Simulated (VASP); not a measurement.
A run of VASP 6.6.1:

Contents of INCAR:

```
SYSTEM = MnF2
PREC = Accurate ; ENCUT = 520
EDIFF = 1E-6 ; ISMEAR = 0
SIGMA = 0.05 ; LREAL = .False.
LASPH = .True. ; NELM = 150
ALGO = Normal ; ISIF = 2
LWAVE = .False. ; LCHARG = .False.
ISPIN = 2 ; MAGMOM = 4.71 -4.71 0 0 0 0
LORBIT = 11 ; LMAXMIX = 4
LDAU = .True. ; LDAUTYPE = 2
LDAUL = 2 -1 ; LDAUU = 3.9 0
LDAUJ = 0 0 ; LDAUPRINT = 1
GGA = PE ; NBANDS = 40
```

KPOINTS

```
Automatic mesh
0
Gamma
  4 4 6
  0 0 0
```

File POSCAR:

```
MnF2
1.0
    4.9805153874      0.0000000016      0.0000000000
    0.0000000016      4.9805153874      0.0000000000
    0.0000000000      0.0000000000      3.3582090197
Mn F
2 4
Direct
    0.0000000000      0.0000000000      0.0000000000
    0.5000000000      0.5000000000      0.5000000000
    0.3050554732      0.3050554732      0.0000000000
    0.1949445261      0.8050554739      0.5000000000
    0.6949445268      0.6949445268      0.0000000000
    0.8050554739      0.1949445261      0.5000000000
```

Potentials or basis: VASP PAW PBE potentials, release 64 (Mn_pv, F).

Command:

```console
$ cat potpaw_PBE.64/Mn_pv/POTCAR potpaw_PBE.64/F/POTCAR > POTCAR
$ mpirun -np 1 vasp_std > vasp.out
```

Hardware: 1 thread of Intel(R) Xeon(R) Platinum 8375C CPU @ 2.90GHz (Ice Lake), on a shared host.

Question: How long does it take, and how much memory?

Answer: Wall time 2.3 min on 1 thread of Intel(R) Xeon(R) Platinum 8375C CPU @ 2.90GHz (Ice Lake) (shared host), peak memory 0.3 GiB. Counts: scf iterations 16, k points 24.
